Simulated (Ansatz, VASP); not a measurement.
ZnO in VASP and in Ansatz

```
Zn O
1.0
     3.03349    0.00000    0.00000
     0.00000    3.03349    0.00000
     0.00000    0.00000    5.39954
Zn O
2 2
Cartesian
  0.0000 1.5167 0.0000
  1.5167 0.0000 2.6998
  1.5167 1.5167 1.3499
  1.5167 1.5167 4.0497
```

Change from the starting cell: ordered vacancies on the anion sites of fluorite (P4_2/mmc, No. 131).

Alike in both runs: functional PBE; k mesh 4 × 4 × 4; occupations gaussian, width 0.1 eV; no spin polarisation.

Ansatz relaxed the structure, and its values are those at the end. VASP's run is a single point on that final structure, the one shown.

|  | VASP | Ansatz |
| --- | --- | --- |
| version | VASP 6.6.1 | Ansatz 0.2.0 |
| potentials or method | VASP PAW PBE potentials, release 64 (Zn, O), cutoff 520 eV | scalar-relativistic, plane waves, PAW |
| valence electrons in the cell | 36 | 36 |

Ansatz gave:

* gap on the k mesh at the Fermi level (eV): none
* pressure (GPa): 0.0

**Question.** Which values does VASP return?

**Answer.** gap on the k mesh at the Fermi level (eV): none; pressure (GPa): 0.9.

A gap of «none» marks a metal or a gap that the smearing closes. With one functional, cell and mesh, what is left measures potentials, basis and numerics.

The k mesh is coarse, so the values compare programs but aren't converged.
